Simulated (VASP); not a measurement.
A run of VASP 6.6.1 is set up as follows.

Contents of INCAR:

```
SYSTEM = SiC
PREC = Accurate
ENCUT = 600
EDIFF = 1E-6
ISMEAR = -1
SIGMA = 0.05
LREAL = .False.
LASPH = .True.
NELM = 60
ALGO = Normal
ISIF = 3
LWAVE = .False.
LCHARG = .False.
GGA = PE
IBRION = 2
NSW = 60
EDIFFG = -0.005
PSTRESS = 1900.0
```

Contents of KPOINTS:

```
Automatic mesh
0
Gamma
  13 13 7
  0 0 0
```

The input POSCAR:

```
SiC
1.0
    2.6261180380      0.0000000000      0.0000000000
   -1.3130590190      2.2742849343      0.0000000000
    0.0000000000      0.0000000000      4.2805724020
Si C
2 2
Direct
    0.3333333333      0.6666666667      0.0000000000
    0.6666666667      0.3333333333      0.5000000000
    0.3333333333      0.6666666667      0.3760000000
    0.6666666667      0.3333333333      0.8760000000
```

Potentials or basis: VASP PAW PBE potentials, release 64 (Si, C).

Run with:

```console
$ cat potpaw_PBE.64/Si/POTCAR potpaw_PBE.64/C/POTCAR > POTCAR
$ mpirun -np 1 vasp_std > vasp.out
```

Q: Estimate the band gap on the k mesh.

A: 1.62 eV, indirect (least direct gap 4.76 eV).

Q: What does it give for the relaxed cell?

A: a = 2.705 Å, b = 2.705 Å, c = 4.393 Å, α = 90.00°, β = 90.00°, γ = 120.00°.

Final structure:
```yaml
crystal:
  lattice:
    - [2.70516, 0.00000, 0.00000]
    - [-1.35258, 2.34274, 0.00000]
    - [0.00000, 0.00000, 4.39263]
  atoms:
    - { symbol: Si, position: [0.33333, 0.66667, 0.99891] }
    - { symbol: Si, position: [0.66667, 0.33333, 0.49891] }
    - { symbol: C, position: [0.33333, 0.66667, 0.37709] }
    - { symbol: C, position: [0.66667, 0.33333, 0.87709] }
```

Caveat: the cell is relaxed towards a set pressure, so the enthalpy falls and the energy may rise. A k mesh can miss the band edges.
